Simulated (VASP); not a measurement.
Wanted: the native input for a VASP 6.6.1 run.

| Quantity | Value |
| --- | --- |
| Task | single point |
| Functional | PBE |
| Potentials or basis | VASP PAW PBE potentials, release 64 (Si, F) |
| Cutoff | 520 eV |
| k mesh | 6 × 6 × 4 |
| Occupations | gaussian, width 0.1 eV |
| Spin | collinear spin |
| Starting moments | [0.0, 0.0, 0.0, 0.0, 0.0, 1.0] μB |
| Dipole correction | no |
| Further INCAR settings | ALGO = Normal; EDIFF = 1e-06; NBANDS = 26 |

The structure of Si5F lies in POSCAR:

```
Si5F
1.0
    4.9831426900      0.0000000000      0.0000000000
   -2.4915713400      4.3155281600      0.0000000000
    0.0000000000      0.0000000000      4.0356949100
Si F
5 1
Direct
    0.3333333300      0.6666666700      0.2703516400
    0.6666666700      0.3333333300      0.2703516400
    0.6666666700      0.3333333300      0.7296483600
    0.3333333300      0.6666666700      0.7296483600
    0.0000000000      0.0000000000      0.0000000000
    0.0000000000      0.0000000000      0.5000000000
```

The cell was generated, and may not be a known phase.

One way to write it, as run:

INCAR

```
PREC = Accurate
ENCUT = 520
EDIFF = 1E-6
ISMEAR = 0
SIGMA = 0.1
LREAL = False
LASPH = True
NELM = 150
ALGO = Normal
ISIF = 2
LWAVE = False
LCHARG = False
ISPIN = 2
MAGMOM = 0 0 0 0 0 1
LORBIT = 11
GGA = PE
NBANDS = 26
```

KPOINTS

```
Automatic mesh
0
Gamma
  6 6 4
```

Potentials or basis: VASP PAW PBE potentials, release 64 (Si, F).

Command:

```console
$ cat potpaw_PBE.64/Si/POTCAR potpaw_PBE.64/F/POTCAR > POTCAR
$ mpirun -np 1 vasp_std > vasp.out
```

It gave:

* Pressure: 28.1 GPa
* Largest force: 9.336 eV/Å
* Net moment: 0.00 μB per cell
* Valence electrons inside the program's atomic spheres: Si 1.79, 1.44 (each value once); F 6.08

Caveat: the k points lie up to 0.39 Å⁻¹ apart; forces of over 1 eV/Å act on the atoms, so gaps and moduli don't describe the material at rest.

Run time: 42 s on 1 thread of Intel(R) Xeon(R) 6975P-C (Granite Rapids), on a shared host, peak memory 0.26 GiB.
